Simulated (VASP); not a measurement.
The system is HgTe (Coloradoite).

```
Hg Te
1.0
     0.00000    3.21450    3.21450
     3.21450    0.00000    3.21450
     3.21450    3.21450    0.00000
Hg Te
1 1
Direct
  0.00000 0.00000 0.00000
  0.75000 0.75000 0.75000
```

```yaml
Program: VASP 6.6.1
Task: relaxation of cell and atoms
Functional: PBE
Potentials_or_basis: VASP PAW PBE potentials, release 64 (Hg, Te)
Cutoff: 600 eV
k_mesh: 7 × 7 × 7
Occupations: fermi-dirac, width 0.05 eV
Spin: no spin polarisation
```

At the start: pressure 4.7 GPa; volume 33.22 Å³/atom.

Q: Where does the relaxation end?

A: Over 3 steps the energy falls by 47.6 meV/atom and the volume is 36.83 Å³/atom (+10.9 %); space group F-43m (No. 216, to 0.05 Å).

The path:
| step | energy change (eV) | largest force (eV/Å) | pressure (GPa) | volume (Å³) |
| --- | --- | --- | --- | --- |
| 1 | 0.0000 | 0.0000 | 4.66 | 66.43 |
| 2 | -0.0870 | 0.0000 | -1.03 | 76.16 |
| 3 | -0.0952 | 0.0000 | 0.02 | 73.66 |

Final structure:
```yaml
crystal:
  lattice:
    - [0.00000, 3.32718, 3.32718]
    - [3.32718, 0.00000, 3.32718]
    - [3.32718, 3.32718, 0.00000]
  atoms:
    - { symbol: Hg, position: [0.00000, 0.00000, 0.00000] }
    - { symbol: Te, position: [0.75000, 0.75000, 0.75000] }
```

Caveat: the volume moved by +11 % from the deposited cell, more than functionals usually miss.
